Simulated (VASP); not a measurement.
# As (Fmmm) in VASP: relaxation of cell and atoms with PBE

Aim: the relaxation of cell and atoms of As with PBE.

All numbers are computed with VASP 6.6.1; they aren't measurements. Logs are shortened: lines on timing, memory, paths and dates and some standing lists are left out, and cuts for length are marked.

**1. The cell of the first run**

The structure is orthorhombic, space group Fmmm (No. 69). Conventional cell: a = 3.847 Å, b = 5.485 Å, c = 8.705 Å, α = 90.00°, β = 90.00°, γ = 90.00°. Within 2.0 Å of As (site symmetry mm2) lie 1 As at 1.52 Å.

**2. Relaxation of cell and atoms, PBE**

Input file INCAR:

```
  ALGO = Normal
  EDIFF = 1E-6
  EDIFFG = -0.04
  ENCUT = 600
  GGA = PE
  IBRION = 2
  ISIF = 3
  ISMEAR = 0
  LASPH = True
  LCHARG = False
  LREAL = False
  LWAVE = False
  NELM = 60
  NSW = 90
  PREC = Accurate
  SIGMA = 0.1
```

Input file KPOINTS:

```
k-points
0
Gamma
  6 6 6
```

Input file POSCAR:

```
As
1.0
    0.0000000000      2.7424906175      4.3525514185
    1.9237318234      0.0000000000      4.3525514185
    1.9237318234      2.7424906175      0.0000000000
As
2
Direct
    0.0871000000      0.0871000000      0.9129000000
    0.9129000000      0.9129000000      0.0871000000
```

Potentials or basis: VASP PAW PBE potentials, release 64 (As).

Started as:

```sh
> cat potpaw_PBE.64/As/POTCAR > POTCAR
> mpirun -np 1 vasp_std > vasp.out
```

OUTCAR:

```text
EDIFF = 1E-6
   EDIFFG = -0.04
   ENCUT = 600
   GGA = PE
   IBRION = 2
   ISIF = 3
   ISMEAR = 0
   LASPH = True
   LREAL = False
   NELM = 60
   NSW = 90
   PREC = Accurate

 ion  position               nearest neighbor table
   1  0.087  0.087  0.913-   2 1.52
   2  0.913  0.913  0.087-   1 1.52

  LATTYP: Found a face centered orthorhombic cell.
 ALAT       =     3.8474636468
 B/A-ratio  =     1.4256096324
 C/A-ratio  =     2.2625562282

  Lattice vectors:

 A1 = (   0.0000000000,   2.7424906175,   4.3525514185)
 A2 = (   1.9237318234,   0.0000000000,   4.3525514185)
 A3 = (   1.9237318234,   2.7424906175,   0.0000000000)

Analysis of symmetry for initial positions (statically):
=====================================================================
 Subroutine PRICEL returns:
 Original cell was already a primitive cell.

 Routine SETGRP: Setting up the symmetry group for a
 face centered orthorhombic supercell.

 Subroutine GETGRP returns: Found  8 space group operations
 (whereof  8 operations were pure point group operations)
 out of a pool of  8 trial point group operations.

The static configuration has the point symmetry D_2h.

Analysis of symmetry for dynamics (positions and initial velocities):
=====================================================================
 Subroutine PRICEL returns:
 Original cell was already a primitive cell.

 Routine SETGRP: Setting up the symmetry group for a
 face centered orthorhombic supercell.

 Subroutine GETGRP returns: Found  8 space group operations
 (whereof  8 operations were pure point group operations)
 out of a pool of  8 trial point group operations.

The dynamic configuration has the point symmetry D_2h.

 Subroutine INISYM returns: Found  8 space group operations
 (whereof  8 operations are pure point group operations),
 and found     1 'primitive' translations

----------------------------------------------------------------------------------------

                                     Primitive cell

  volume of cell :      45.9265

  direct lattice vectors                    reciprocal lattice vectors
     0.000000000  2.742490618  4.352551419    -0.259911488  0.182316029  0.114875151
     1.923731823  0.000000000  4.352551419     0.259911488 -0.182316029  0.114875151
     1.923731823  2.742490618  0.000000000     0.259911488  0.182316029 -0.114875151

  length of vectors
     5.144507619  4.758723356  3.349925210     0.337623187  0.337623187  0.337623187

  position of ions in fractional coordinates (direct lattice)
     0.087100000  0.087100000  0.912900000
     0.912900000  0.912900000  0.087100000

  ion indices of the primitive-cell ions
   primitive index   ion index
                 1           1
                 2           2

----------------------------------------------------------------------------------------

 KPOINTS: k-points

Automatic generation of k-mesh.
 Grid dimensions read from file:
 generate k-points for:    6    6    6

 Generating k-lattice:

  Cartesian coordinates                     Fractional coordinates (reciprocal lattice)
    -0.043318581  0.030386005  0.019145858     0.166666667 -0.000000000  0.000000000
     0.043318581 -0.030386005  0.019145858    -0.000000000  0.166666667  0.000000000
     0.043318581  0.030386005 -0.019145858     0.000000000  0.000000000  0.166666667

  Length of vectors
     0.056270531  0.056270531  0.056270531

  Shift w.r.t. Gamma in fractional coordinates (k-lattice)
     0.000000000  0.000000000  0.000000000

 Subroutine IBZKPT returns following result:
 ===========================================

 Found     46 irreducible k-points:

 Following reciprocal coordinates:
            Coordinates               Weight
  0.000000  0.000000  0.000000      1.000000
  0.166667  0.000000  0.000000      8.000000
  0.333333  0.000000 -0.000000      8.000000
  0.500000  0.000000 -0.000000      4.000000
  0.166667  0.166667  0.000000      2.000000
  0.333333  0.166667 -0.000000      8.000000
[... 16 lines left out ...]
 -0.166667  0.166667  0.166667      8.000000
  0.500000  0.333333  0.166667      4.000000
 [... further k-points ...]
   k-points           NKPTS =     46   k-points in BZ     NKDIM =     46   number of bands    NBANDS=      9
   number of dos      NEDOS =    301   number of ions     NIONS =      2
   total plane-waves  NPLWV =  47040
   dimension x,y,z NGX =    42 NGY =   40 NGZ =   28
   dimension x,y,z NGXF=    84 NGYF=   80 NGZF=   56
   ions per type =               2
   NGX,Y,Z   is equivalent  to a cutoff of  13.57, 13.97, 13.90 a.u.
   NGXF,Y,Z  is equivalent  to a cutoff of  27.14, 27.95, 27.79 a.u.
 SYSTEM =  unknown system
   PREC   = accura    normal or accurate (medium, high low for compatibility)
   ISTART =      0    job   : 0-new  1-cont  2-samecut
   ICHARG =      2    charge: 1-file 2-atom 10-const
   ISPIN  =      1    spin polarized calculation?
   LNONCOLLINEAR =      F non collinear calculations
   LSORBIT =      F    spin-orbit coupling
   LASPH  =      T    aspherical Exc in radial PAW
   ENCUT  =  600.0 eV  44.10 Ry    6.64 a.u.  10.27  9.50  6.69*2*pi/ulx,y,z
   NELM   =     60;   NELMIN=  2; NELMDL= -5     # of ELM steps
   EDIFF  = 0.1E-05   stopping-criterion for ELM
   LREAL  =      F    real-space projection
   EDIFFG = -.4E-01   stopping-criterion for IOM
   NSW    =     90    number of steps for IOM
   IBRION =      2    ionic relax: 0-MD 1-quasi-New 2-CG
   NFREE  =      1    steps in history (QN), initial steepest desc. (CG)
   ISIF   =      3    stress and relaxation
   ISYM   =      2    0-nonsym 1-usesym 2-fastsym
   POTIM  = 0.5000    time-step for ionic-motion
   TEBEG  =    0.0;   TEEND  =   0.0 temperature during run
   PSTRESS=    0.0 pullay stress
   NELECT =      10.0000    total number of electrons
   NUPDOWN=      -1.0000    fix difference up-down
   EMIN   =  10.00;   EMAX   =-10.00  energy-range for DOS
   EFERMI =   0.00;   METHOD = LEGACY
   ISMEAR =     0;   SIGMA  =   0.10  broadening in eV -4-tet -1-fermi 0-gaus
   EFERMI_NEDOS =   21; number of points for ismear=-14 and -15
   IALGO  =     38    algorithm
   IMIX   =      4    mixing-type and parameters
     AMIX     =   0.40;   BMIX     =  1.00
     AMIX_MAG =   1.60;   BMIX_MAG =  1.00
  volume/ion in A,a.u.               =      22.96       154.96
  Fermi-wavevector in a.u.,A,eV,Ry     =   0.984888  1.861169 13.197718  0.970005
  Thomas-Fermi vector in A             =   2.116155
   LORBIT       =      0    0 simple, 1 ext, 2 COOP (PROOUT), +10 PAW based schemes
   GGA     = PE    functional components
   LHFCALC =     F    Hartree Fock is set to
   AEXX    =    0.0000 exact exchange contribution
   IVDW    =     0    specifies the selected vdW correction
   LEPSILON=     F    determine dielectric tensor
   LRPA    =     F    only Hartree local field effects (RPA)
 conjugate gradient relaxation of ions
 non-spin polarized calculation
 Gauss-broadening in eV      SIGMA  =   0.10
  energy-cutoff  :      600.00
  volume of cell :       45.93
 maximum number of plane-waves:      1549
 NGX is ok and might be reduce to    42
   NGX = 21   NGY = 19   NGZ = 13

--------------------------------------- Ionic step        1  -------------------------------------------

 number of electron      10.0000000 magnetization

 Free energy of the ion-electron system (eV)
  ---------------------------------------------------
  ext. energy  EPLUGINS =         0.00000000
  ---------------------------------------------------
  free energy    TOTEN  =         5.55550741 eV

  energy without entropy =        5.55895005  energy(sigma->0) =        5.55722873

------------------------ aborting loop because EDIFF is reached ----------------------------------------

  FORCE on cell =-STRESS in cart. coord.  units (eV):
  Direction    XX          YY          ZZ          XY          YZ          ZX
  --------------------------------------------------------------------------------------
  -------------------------------------------------------------------------------------
  Total        2.9166452      4.3265638     96.6889934      0.0000000      0.0000000      0.0000000
  in kB      101.7491061    150.9350510   3373.0597586      0.0000000      0.0000000      0.0000000
  external PRESSURE =    1208.5813052 kB  Pullay stress =       0.0000000 kB
[... 89 lines left out ...]
  FREE ENERGIE OF THE ION-ELECTRON SYSTEM (eV)
  ---------------------------------------------------
  free  energy   TOTEN  =        -4.3179870856 eV

  energy  without entropy=       -4.3081710942  energy(sigma->0) =       -4.31307909

 E-fermi :  -1.2080     XC(G=0):  -6.4969

 val. band max:       -1.2166169517   @ k =  -0.3333   0.3333   0.1667
 cond. band min:      -1.1535134956   @ k =  -0.1667  -0.0000   0.1667
 fundamental gap:      0.0631034561
 Fermi energy:        -1.2080493463

 k-point     1 :       0.0000    0.0000    0.0000
  band No.  band energies     occupation
      1     -11.6839      2.00000
      2     -11.5701      2.00000
      3      -2.9013      2.00000
      4      -1.5955      2.00000
      5       0.7852      0.00000
      6       0.8296      0.00000
      7       1.4088      0.00000
      8       1.4583      0.00000
      9       3.1412      0.00000
[... 265 lines left out ...]
 k-point    24 :       0.5000    0.3333    0.1667
  band No.  band energies     occupation
      1     -11.3684      2.00000
      2     -11.2899      2.00000
      3      -2.3436      2.00000
      4      -1.6239      2.00000
      5      -0.1699      0.00000
      6      -0.0720      0.00000
      7       0.1741      0.00000
      8       0.2585      0.00000
      9       4.4662      0.00000

 [... further k-points ...]

[... ionic steps 4 to 38 ...]

--------------------------------------- Ionic step       39  -------------------------------------------

 number of electron      10.0000001 magnetization

------------------------ aborting loop because EDIFF is reached ----------------------------------------

  FORCE on cell =-STRESS in cart. coord.  units (eV):
  Direction    XX          YY          ZZ          XY          YZ          ZX
  --------------------------------------------------------------------------------------
  -------------------------------------------------------------------------------------
  Total       -0.1473067      0.1475851     -0.1075119     -0.0000000      0.0000000     -0.0000000
  in kB       -5.0934172      5.1030444     -3.7174344     -0.0000000      0.0000000     -0.0000000
  external PRESSURE =      -1.2359357 kB  Pullay stress =       0.0000000 kB
[... 57 lines left out ...]
  energy  without entropy=       -8.6525304970  energy(sigma->0) =       -8.65364884

--------------------------------------- Ionic step       41  -------------------------------------------

 number of electron      10.0000001 magnetization

 Free energy of the ion-electron system (eV)
  ---------------------------------------------------
  ext. energy  EPLUGINS =         0.00000000
  ---------------------------------------------------
  free energy    TOTEN  =        -8.65530283 eV

  energy without entropy =       -8.65313337  energy(sigma->0) =       -8.65421810

 E-fermi :   4.5923     XC(G=0):  -9.5995

 val. band max:        4.3508616741   @ k =  -0.3333   0.1667   0.0000
 cond. band min:       4.6176371201   @ k =   0.5000   0.1667  -0.0000
 fundamental gap:      0.2667754460
 Fermi energy:         4.5923061380

 k-point     1 :       0.0000    0.0000    0.0000
  band No.  band energies     occupation
      1     -10.3372      2.00000
      2      -5.3871      2.00000
      3      -0.2922      2.00000
      4       5.2182      0.00000
      5       8.2474      0.00000
      6       8.7502      0.00000
      7       8.9568      0.00000
      8       9.3472      0.00000
      9      13.5249      0.00000
[... 265 lines left out ...]
 k-point    24 :       0.5000    0.3333    0.1667
  band No.  band energies     occupation
      1      -9.6243      2.00000
      2      -5.5236      2.00000
      3       1.9952      2.00000
      4       3.9799      2.00000
      5       5.4596      0.00000
      6       5.8031      0.00000
      7       7.6679      0.00000
      8       8.5326      0.00000
      9      11.6470      0.00000

 [... further k-points ...]

------------------------ aborting loop because EDIFF is reached ----------------------------------------

  FORCE on cell =-STRESS in cart. coord.  units (eV):
  Direction    XX          YY          ZZ          XY          YZ          ZX
  --------------------------------------------------------------------------------------
  -------------------------------------------------------------------------------------
  Total       -0.0038958      0.0018276     -0.0148107     -0.0000000      0.0000000      0.0000000
  in kB       -0.1343317      0.0630174     -0.5106908     -0.0000000      0.0000000      0.0000000
  external PRESSURE =      -0.1940017 kB  Pullay stress =       0.0000000 kB
[... 17 lines left out ...]
  FREE ENERGIE OF THE ION-ELECTRON SYSTEM (eV)
  ---------------------------------------------------
  free  energy   TOTEN  =        -8.6553028269 eV

  energy  without entropy=       -8.6531333662  energy(sigma->0) =       -8.65421810

 reached required accuracy - stopping structural energy minimisation
```

It took 11 min on 1 thread of Intel Xeon 8259CL, shared host; peak memory 0.24 GiB.

Results:

```
Free energy                           : -8.6553 eV
Relaxed volume                        : 23.23 Å³/atom
Relaxed cell                          : a = 5.897 Å, b = 5.607 Å, c = 3.054 Å, α = 79.92°, β = 69.42°, γ = 30.66°
Space group after relaxing (to 0.1 Å) : Fmmm (No. 69)
Energy gained by relaxing             : 7105.4 meV/atom
Ionic steps                           : 41
Pressure after relaxing               : 0.0 GPa
Largest force after relaxing          : 0.017 eV/Å
Band gap on the k mesh                : zero (bands 5 and 6 overlap by 5.46 eV)
```

Forces in eV/Å, atoms in the order of the input:
```
As   0.000  0.000 -0.017
As   0.000  0.000  0.017
```

Step by step:
| step | energy change (eV) | largest force (eV/Å) | pressure (GPa) | volume (Å³) |
| --- | --- | --- | --- | --- |
| 1 | 0.0000 | 63.7723 | 120.86 | 45.93 |
| 3 | -9.8735 | 2.3933 | -6.66 | 178.15 |
| 5 | -10.5826 | 0.3610 | -8.14 | 105.84 |
| 7 | -13.9114 | 0.2527 | -2.50 | 61.93 |
| 9 | -13.9150 | 0.0356 | -3.35 | 62.39 |
| 11 | -14.0461 | 1.4271 | 2.59 | 54.76 |
| 13 | -14.1458 | 0.7558 | 3.94 | 50.69 |
| 15 | -14.1874 | 0.0626 | -0.10 | 52.89 |
| 17 | -14.1883 | 0.0132 | -0.06 | 52.87 |
| 19 | -14.1893 | 0.0514 | -0.12 | 52.83 |
| 21 | -14.1907 | 0.0284 | -0.08 | 52.21 |
| 23 | -14.1911 | 0.0280 | 0.26 | 49.77 |
| 25 | -14.1921 | 0.0004 | 0.08 | 50.89 |
| 27 | -14.1931 | 0.0020 | 0.11 | 50.60 |
| 29 | -14.1968 | 0.0148 | 0.22 | 49.43 |
| 31 | -14.2008 | 0.2073 | 1.68 | 44.78 |
| 33 | -14.2052 | 0.1948 | 1.23 | 45.80 |
| 35 | -14.2062 | 0.1244 | 1.04 | 45.41 |
| 37 | -14.2095 | 0.0016 | 0.24 | 46.03 |
| 39 | -14.2099 | 0.0621 | -0.12 | 46.34 |
| 41 | -14.2108 | 0.0172 | -0.02 | 46.47 |

Final structure:
```
As
1.0
     0.00000    2.51609    5.33297
     1.73142    0.00000    5.33297
     1.73142    2.51609    0.00000
As
2
Direct
  0.33844 0.33844 0.66156
  0.66156 0.66156 0.33844
```

Levels at points of the mesh, in eV from the Fermi level:
```tsv
k point	band 3	band 4	band 5	band 6	band 7	band 8
(0.00, 0.00, 0.00)	-4.88	0.63	3.66	4.16	4.36	4.75
(0.50, 0.00, 0.00)	-5.00	-4.68	0.23	0.80	2.46	2.56
(0.50, 0.50, 0.00)	-2.19	0.50	0.97	3.45	4.62	5.21
(0.50, 0.00, 0.50)	-6.39	-2.56	-1.90	-1.81	1.44	1.48
(0.00, 0.50, 0.50)	-6.18	-2.71	-2.69	0.28	0.57	2.03
```

Caveat: a cell axis changed by over 15 % at a fixed basis, so the end point is rough.
